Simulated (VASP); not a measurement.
# Zn6CO6F2 in VASP: further runs, part 2 of 3

VASP 6.6.1.

### 3 Single point, PBE

The input, INCAR:

```
SYSTEM = Zn6CO6F2
  ALGO = Normal
  EDIFF = 1E-6
  ENCUT = 1010
  GGA = PE
  GGA_COMPAT = .False.
  ISIF = 2
  ISMEAR = 0
  LASPH = .True.
  LCHARG = .True.
  LELF = .True.
  LREAL = Auto
  LVHAR = .True.
  LWAVE = .False.
  NBANDS = 76
  NELM = 120
  NELMDL = -8
  PREC = Accurate
  SIGMA = 0.02
```

The input, KPOINTS:

```
k-points
0
Gamma
  2 2 1
  0 0 0
```

The input, POSCAR:

```
Zn6CO6F2
1.0
    5.8041020000      0.0000000000      0.0000000000
   -2.9020510000      5.4880210000      0.0000000000
    0.0000000000      0.0000000000     17.5870760000
Zn O C F
6 6 1 2
Direct
    0.3333332185      0.0000000000      0.0568598782
    0.4797936420      0.5273188641      0.0957719180
    0.9841539170      0.1247478827      0.1349867937
    1.0169228413      0.5952644861      0.1694551727
    0.4551622653      0.1493554780      0.2221886685
    0.5701290809      0.6843836786      0.2427353473
    0.2898654225      0.7150286050      0.0906564570
    0.2410512997      0.2340180550      0.0426338636
    0.7981980591      0.7652529026      0.1534932811
    0.7502810597      0.2578313749      0.1562530918
    0.2052677412      0.8223993676      0.2631083189
    0.3035256097      0.3569629198      0.2020317078
    0.3781910912      0.7967556975      0.3105850000
    0.5402157021      1.0420147809      0.3409427468
    0.2528119912      0.6620333632      0.3724969972
```

Potentials or basis: VASP PAW PBE potentials, release 64 (Zn, O_h, C_h, F_h).

The run is started by

```bash
> cat potpaw_PBE.64/Zn/POTCAR potpaw_PBE.64/O_h/POTCAR potpaw_PBE.64/C_h/POTCAR potpaw_PBE.64/F_h/POTCAR > POTCAR
> mpirun -np 1 vasp_std > vasp.out
```

OUTCAR:

```text
SYSTEM = Zn6CO6F2
   EDIFF = 1E-6
   ENCUT = 1010
   GGA = PE
   ISIF = 2
   ISMEAR = 0
   LASPH = .True.
   LREAL = Auto
   NELM = 120
   NELMDL = -8
   PREC = Accurate

 ion  position               nearest neighbor table
   1  0.333  0.000  0.057-   7 1.77   8 1.79   3 2.84   5 3.03
   2  0.480  0.527  0.096-   8 1.94   7 1.94   9 2.02  12 2.16   6 2.73   3 2.88
   3  0.984  0.125  0.135-  10 1.93   9 2.00   8 2.09  12 2.10   1 2.84   2 2.88   4 2.90
   4  0.017  0.595  0.169-  10 1.95   7 1.97   9 2.01  11 2.11   3 2.90
   5  0.455  0.149  0.222-  12 1.90  10 1.91  11 2.00   1 3.03
   6  0.570  0.684  0.243-   9 1.96  13 1.97  12 2.02   2 2.73
   7  0.290  0.715  0.091-   1 1.77   2 1.94   4 1.97
   8  0.241  0.234  0.043-   1 1.79   2 1.94   3 2.09
   9  0.798  0.765  0.153-   6 1.96   3 2.00   4 2.01   2 2.02
  10  0.750  0.258  0.156-   5 1.91   3 1.93   4 1.95
  11  0.205  0.822  0.263-  13 1.37   5 2.00   4 2.11
  12  0.304  0.357  0.202-   5 1.90   6 2.02   3 2.10   2 2.16
  13  0.378  0.797  0.311-  15 1.36  11 1.37  14 1.47   6 1.97
  14  0.540  0.042  0.341-  13 1.47
  15  0.253  0.662  0.372-  13 1.36

  LATTYP: Found a base centered orthorhombic cell.
 ALAT       =     5.8041020000
 B/A-ratio  =     1.8910835819
 C/A-ratio  =     3.0301114625

  Lattice vectors:

 A1 = (   2.9020510000,  -5.4880210000,   0.0000000000)
 A2 = (   2.9020510000,   5.4880210000,   0.0000000000)
 A3 = (   0.0000000000,   0.0000000000,  17.5870760000)

Analysis of symmetry for initial positions (statically):
=====================================================================
 Subroutine PRICEL returns:
 Original cell was already a primitive cell.

[... 154 lines left out ...]
   IVDW    =     0    specifies the selected vdW correction
   LEPSILON=     F    determine dielectric tensor
   LRPA    =     F    only Hartree local field effects (RPA)
 non-spin polarized calculation
 Gauss-broadening in eV      SIGMA  =   0.02
  energy-cutoff  :     1010.00
  volume of cell :      560.20
 maximum number of plane-waves:     40868
   NGX = 31   NGY = 33   NGZ = 91

 number of electron     126.0000004 magnetization

 Free energy of the ion-electron system (eV)
  ---------------------------------------------------
  ext. energy  EPLUGINS =         0.00000000
  ---------------------------------------------------
  free energy    TOTEN  =       -66.10249274 eV

  energy without entropy =      -66.10249274  energy(sigma->0) =      -66.10249274

 E-fermi :  -3.6650     XC(G=0):  -4.1405

 val. band max:       -3.8254872345   @ k =   0.5000  -0.0000   0.0000
 cond. band min:      -2.0392221739   @ k =   0.0000   0.0000   0.0000
 fundamental gap:      1.7862650606
 Fermi energy:        -3.6650319302

 k-point     1 :       0.0000    0.0000    0.0000
  band No.  band energies     occupation
      1     -29.1260      2.00000
      2     -27.5506      2.00000
      3     -23.5427      2.00000
      4     -21.5586      2.00000
      5     -21.0832      2.00000
      6     -20.7938      2.00000
[... 301 lines left out ...]
     74       3.3079      0.00000
     75       3.6049      0.00000
 [bands above 75 left out]

------------------------ aborting loop because EDIFF is reached ----------------------------------------

  FORCE on cell =-STRESS in cart. coord.  units (eV):
  Direction    XX          YY          ZZ          XY          YZ          ZX
  --------------------------------------------------------------------------------------
  -------------------------------------------------------------------------------------
  Total        3.4891354      3.4122294      0.5392927     -4.7480991     -0.1220510     -0.0709435
  in kB        9.9789296      9.7589786      1.5423774    -13.5795668     -0.3490659     -0.2028985
  external PRESSURE =       7.0934285 kB  Pullay stress =       0.0000000 kB

 VOLUME and BASIS-vectors are now :
 -----------------------------------------------------------------------------
  energy-cutoff  :     1010.00
  volume of cell :      560.20
      direct lattice vectors                 reciprocal lattice vectors
     5.804102000  0.000000000  0.000000000     0.172291941  0.091107523  0.000000000
    -2.902051000  5.488021000  0.000000000     0.000000000  0.182215046  0.000000000
     0.000000000  0.000000000 17.587076000     0.000000000  0.000000000  0.056859935

 POSITION                                       TOTAL-FORCE (eV/Angst)
 -----------------------------------------------------------------------------------
      1.93470      0.00000      1.00000         0.073852      0.039317     -0.038953
      1.25447      2.89394      1.68435         0.052816      0.015018     -0.010425
      5.35011      0.68462      2.37402         0.035221     -0.019566     -0.008776
     -1.62927      3.26682      2.98022         0.022361      0.007878      0.031640
      2.20837      0.81967      3.90765         0.010374      0.002005      0.016868
      1.32297      3.75591      4.26901        -0.000977      0.011127      0.054345
     -0.39264      3.92409      1.59438         0.025525     -0.089577      0.008400
      0.71995      1.28430      0.74980        -0.111226      0.053447     -0.086205
      2.41202      4.19972      2.69950         0.012275      0.023943     -0.034952
      3.60647      1.41498      2.74804        -0.048699     -0.023195     -0.030949
     -1.19525      4.51334      4.62731        -0.020378     -0.028127      0.029759
      0.72577      1.95902      3.55315        -0.052585      0.004902      0.023060
     -0.11717      4.37261      5.46228         0.000574     -0.009146     -0.021336
      3.01354      0.23058      5.99619         0.009174      0.037299      0.024000
     -0.45391      3.63325      6.55113        -0.008306     -0.025326      0.043524
 -----------------------------------------------------------------------------------
    total drift:                               -0.005038      0.007234      0.003045

  FREE ENERGIE OF THE ION-ELECTRON SYSTEM (eV)
  ---------------------------------------------------
  free  energy   TOTEN  =       -66.1024927383 eV

  energy  without entropy=      -66.1024927383  energy(sigma->0) =      -66.10249274
```

Wall time 17 min (1 thread of Intel Xeon 6975P-C (Granite Rapids), shared host); peak memory 1.5 GiB.

Results:

```
Free energy            : -66.1025 eV
Largest force          : 0.151 eV/Å
Band gap on the k mesh : 1.79 eV (least direct gap 2.00 eV)
```

Forces in eV/Å, atoms in the order of the input:
```
Zn   0.074  0.039 -0.039
Zn   0.053  0.015 -0.010
Zn   0.035 -0.020 -0.009
Zn   0.022  0.008  0.032
Zn   0.010  0.002  0.017
Zn  -0.001  0.011  0.054
O    0.026 -0.090  0.008
O   -0.111  0.053 -0.086
O    0.012  0.024 -0.035
O   -0.049 -0.023 -0.031
O   -0.020 -0.028  0.030
O   -0.053  0.005  0.023
C    0.001 -0.009 -0.021
F    0.009  0.037  0.024
F   -0.008 -0.025  0.044
```

Caveat: the k points lie up to 0.61 Å⁻¹ apart; there is no dipole correction, which matters where the two faces differ.

### 4 Single point, PBE

The input, INCAR:

```
PREC     = Accurate       # precision mode
ENCUT    = 1010           # plane-wave cutoff, eV
EDIFF    = 1E-6           # SCF threshold, eV
ISMEAR   = 0              # smearing method
SIGMA    = 0.02           # smearing width, eV
LREAL    = Auto         
LASPH    = T              # aspherical terms in the spheres
NELM     = 120            # most SCF steps
ALGO     = Normal         # electronic algorithm
ISIF     = 2              # what is computed and relaxed
LWAVE    = F              # write WAVECAR
LCHARG   = F              # write CHGCAR
GGA      = PE             # functional
NBANDS   = 76             # bands
GGA_COMPAT= F            
NELMDL   = -8
```

The input, KPOINTS:

```
Automatic mesh
0
Gamma
  2 2 1
```

The input, POSCAR:

```
Zn6CO6F2
1.0
    5.8041020000      0.0000000000      0.0000000000
   -2.9020510000      5.4880210000      0.0000000000
    0.0000000000      0.0000000000     17.5870760000
Zn O C F
6 6 1 2
Direct
    0.3333333908      0.0000000000      0.0568599351
    0.3402830807      0.5015341596      0.1044671667
    0.9041937938      0.0619461915      0.1434386819
    0.8627685367      0.5503816403      0.1285840239
    0.3879781942      0.0848675688      0.2093386644
    0.4610515881      0.5882286165      0.2697466594
    0.1565325796      0.6624160148      0.0602197887
    0.1559623743      0.1839435381      0.0586673419
    0.6578367186      0.7142277699      0.1638102320
    0.6481292657      0.1864861669      0.1292553691
    0.1336075570      0.7313403137      0.2214931578
    0.2280577978      0.2824353260      0.2185428095
    0.0775958764      0.6251965873      0.2885129398
   -0.1311329040      0.7177131793      0.3254368151
   -0.1227028969      0.3835211272      0.2805473747
```

The run is started by

```bash
> cat potpaw_PBE.64/Zn/POTCAR potpaw_PBE.64/O_h/POTCAR potpaw_PBE.64/C_h/POTCAR potpaw_PBE.64/F_h/POTCAR > POTCAR
> mpirun -np 1 vasp_std > vasp.out
```

Run time: 30 min. Hardware: 1 thread of Intel Xeon Platinum 8259CL at 2.50GHz (Skylake/Cascade Lake), shared host; peak memory 1.4 GiB.

It converged, with:

```
Free energy            : -64.5607 eV
Largest force          : 0.096 eV/Å
Band gap on the k mesh : 1.41 eV (least direct gap 1.69 eV)
```

Forces on the atoms (eV/Å):
```
Zn   0.052  0.047 -0.010
Zn   0.030  0.016  0.008
Zn   0.020  0.002  0.019
Zn  -0.010 -0.022  0.008
Zn   0.046 -0.024  0.032
Zn   0.007  0.030  0.058
O   -0.007 -0.045 -0.084
O   -0.039  0.007 -0.087
O   -0.018 -0.005  0.035
O    0.002  0.014 -0.035
O   -0.001 -0.043 -0.007
O   -0.083  0.031  0.026
C    0.023  0.014  0.029
F   -0.014  0.006  0.003
F   -0.008 -0.029  0.005
```

Levels at points of the mesh, in eV from the valence-band top:
| k point | band 61 | band 62 | band 63 | band 64 | band 65 | band 66 |
| --- | --- | --- | --- | --- | --- | --- |
| (0.00, 0.00, 0.00) | -0.66 | -0.35 | -0.27 | 1.41 | 3.05 | 3.91 |
| (0.50, 0.00, 0.00) | -0.73 | -0.48 | -0.02 | 1.96 | 3.26 | 3.63 |
| (0.50, 0.50, 0.00) | -0.86 | -0.66 | 0.00 | 2.08 | 2.94 | 3.63 |
| (0.00, 0.50, 0.00) | -0.79 | -0.75 | -0.26 | 2.64 | 3.10 | 3.67 |

Caveat: the k points lie up to 0.61 Å⁻¹ apart; there is no dipole correction, which matters where the two faces differ.

[end of part 2 of 3]
